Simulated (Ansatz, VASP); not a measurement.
SnTeCl2 in VASP and in Ansatz

```
Sn Te Cl
1.0
     4.31019    0.00000    0.00000
     0.00000    4.31019    0.00000
     0.00000    0.00000    8.00724
Sn Te Cl
1 1 2
Direct
  0.00000 0.00000 0.00000
  0.50000 0.50000 0.00000
  0.00000 0.00000 0.30348
  0.00000 0.00000 0.69652
```

Alike in both runs: functional PBE; k mesh 12 × 12 × 6; occupations gaussian, width 0.1 eV; no spin polarisation.

Ansatz relaxed the structure, and its values are those at the end. VASP's run is a single point on that final structure, the one shown.

|  | VASP | Ansatz |
| --- | --- | --- |
| version | VASP 6.6.1 | Ansatz 0.2.0 |
| potentials or method | VASP PAW PBE potentials, release 64 (Sn_d, Te, Cl), cutoff 520 eV | scalar-relativistic, plane waves, PAW |
| valence electrons in the cell | 34 | 44 |

Ansatz gave:

- gap on the k mesh at the Fermi level (eV): none
- pressure (GPa): 0.0
- rms of the force components (eV/Å): 0.000

Problem. Which values does VASP return?

Solution. gap on the k mesh at the Fermi level (eV): none; pressure (GPa): -0.1; rms of the force components (eV/Å): 0.005.

A gap of «none» marks a metal or a gap that the smearing closes. With one functional, cell and mesh, what is left measures potentials, basis and numerics. VASP's potentials hold 34 valence electrons a cell and Ansatz's 44, so a difference there can come from the potentials and not from the codes.

Spin-orbit coupling is off throughout.
